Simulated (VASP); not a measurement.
Write the native input for VASP 6.6.1 that does the following.

```yaml
Task: single point
Functional: PBEsol
Potentials_or_basis: VASP PAW PBE potentials, release 64 (Ta_pv, N)
Cutoff: 520 eV
k_mesh: 20 × 20 × 12
Occupations: gaussian, width 0.15 eV
Spin: no spin polarisation
Dipole_correction: no
Further_INCAR_settings: ALGO = Normal; EDIFF = 1e-06; NBANDS = 24
```

The structure of TaN lies in POSCAR:

```
TaN
1.0
    0.0000000000      0.0000000000      2.8707276426
    2.9239890448      0.0000000000      0.0000000000
    0.0000000000      5.0644975863      0.0000000000
Ta N
2 2
Direct
    0.5522515608      0.0000000000      0.3333333333
    0.4477484392      0.5000000000      0.8333333333
    0.0191066759      0.5000000000      0.5000000000
   -0.0191066759      0.0000000000      0.0000000000
```

This cell differs from its parent crystal: atoms displaced along a vibrational mode.

The input as run:

INCAR

```
ALGO     = Normal         # electronic algorithm
EDIFF    = 1E-6           # SCF threshold, eV
ENCUT    = 520            # plane-wave cutoff, eV
GGA      = PS             # functional
ISIF     = 2              # what is computed and relaxed
ISMEAR   = 0              # smearing method
LASPH    = True           # aspherical terms in the spheres
LCHARG   = True           # write CHGCAR
LELF     = True           # ELF
LREAL    = False          # projectors in reciprocal space
LVHAR    = True         
LWAVE    = False          # write WAVECAR
NBANDS   = 24             # bands
NELM     = 80             # most SCF steps
PREC     = Accurate       # precision mode
SIGMA    = 0.15           # smearing width, eV
```

KPOINTS

```
k-points
0
Gamma
  20 20 12
```

Potentials or basis: VASP PAW PBE potentials, release 64 (Ta_pv, N).

Launch:

```console
$ cat potpaw_PBE.64/Ta_pv/POTCAR potpaw_PBE.64/N/POTCAR > POTCAR
$ mpirun -np 1 vasp_std > vasp.out
```

Results of the run:

```json
{
  "Pressure": "5.8 GPa",
  "Largest force": "3.182 eV/Å",
  "Band gap on the k mesh": "zero (bands 16 and 17 overlap by 0.38 eV)"
}
```

Caveat: the cell differs from its parent crystal (atoms displaced along a vibrational mode); the stress differs along the axes, from 3 to 9 GPa; the PAW data sets were made with another functional, which shifts forces and pressure a little; spin-orbit coupling is left out, which moves the levels of the heavy elements.

It took 6.8 min on 1 thread of Intel(R) Xeon(R) Platinum 8375C CPU @ 2.90GHz (Ice Lake), with other jobs on the host, peak memory 0.75 GiB.
